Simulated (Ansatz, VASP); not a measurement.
**KCl in VASP and in Ansatz**

```
K Cl
1.0
     3.74302    0.00000    0.00000
     0.00000    3.74302    0.00000
     0.00000    0.00000    3.63400
K Cl
1 1
Cartesian
  0.0000 0.0000 0.0000
  1.8715 1.8715 1.8170
```

Change from the starting cell: equal xx and yy strain of +3 %, PAW files.

Alike in both runs: task electric field gradients; functional PBE; k mesh 7 × 7 × 7; occupations fermi-dirac, width 0.02 eV; no spin polarisation.

|  | VASP | Ansatz |
| --- | --- | --- |
| version | VASP 6.6.1 | Ansatz 0.2.0 |
| potentials or method | VASP PAW PBE potentials, release 64 (K_sv, Cl) | PAW with Ansatz's default frozen-core files, scalar-relativistic |
| plane-wave cutoff (eV) | 520 | 420 |
| valence electrons in the cell | 16 | 16 |

|  | VASP | Ansatz | Ansatz less VASP |
| --- | --- | --- | --- |
| gap on the k mesh at the Fermi level (eV) | 5.18 | 5.18 | +0.001 |
| pressure (GPa) | 2.5 | 2.5 | -0.04 |
| traceless stress, the component that is largest in VASP (GPa) | 0.96 | 0.97 | +0.003 |
| size of Vzz on the site where it differs most (V/Å²) | 7.5 | 7.8 | +0.25 |
